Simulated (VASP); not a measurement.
Input of a VASP 6.6.1 run:

Contents of INCAR:

```
PREC = Accurate
ENCUT = 600
EDIFF = 1E-7
ISMEAR = 0
SIGMA = 0.1
LREAL = False
LASPH = True
NELM = 60
ALGO = Normal
ISIF = 3
LWAVE = False
LCHARG = False
GGA = PE
IBRION = 2
NSW = 80
EDIFFG = -0.01
```

KPOINTS

```
regular mesh
0
Gamma
  20 20 20
```

File POSCAR:

```
WC2
1.0
   -1.5283252602      1.5283252602      2.9778659752
    1.5283252602     -1.5283252602      2.9778659752
    1.5283252602      1.5283252602     -2.9778659752
C W
2 1
Direct
    0.3798873253      0.3798873253      0.0000000000
    0.6201126747      0.6201126747      0.0000000000
    0.0000000000      0.0000000000      0.0000000000
```

Potentials or basis: VASP PAW PBE potentials, release 64 (C, W_sv).

Run with:

```bash
$ cat potpaw_PBE.64/C/POTCAR potpaw_PBE.64/W_sv/POTCAR > POTCAR
$ mpirun -np 1 vasp_std > vasp.out
```

What does it give for the band gap on the k mesh?

Zero (bands 11 and 12 overlap by 3.74 eV).

Step by step:
```csv
step,energy change (eV),largest force (eV/Å),pressure (GPa),volume (Å³)
1,0.0000,0.2384,1.08,27.82
2,0.0029,0.5341,-3.87,28.07
3,-0.0029,0.1031,-1.02,27.92
4,-0.0045,0.0023,0.39,27.78
5,-0.0046,0.0202,0.13,27.81
6,-0.0046,0.0219,0.11,27.81
7,-0.0046,0.0177,-0.05,27.83
8,-0.0046,0.0008,0.01,27.82
```

Caveat: spin-orbit coupling is left out, which moves the levels of the heavy elements.
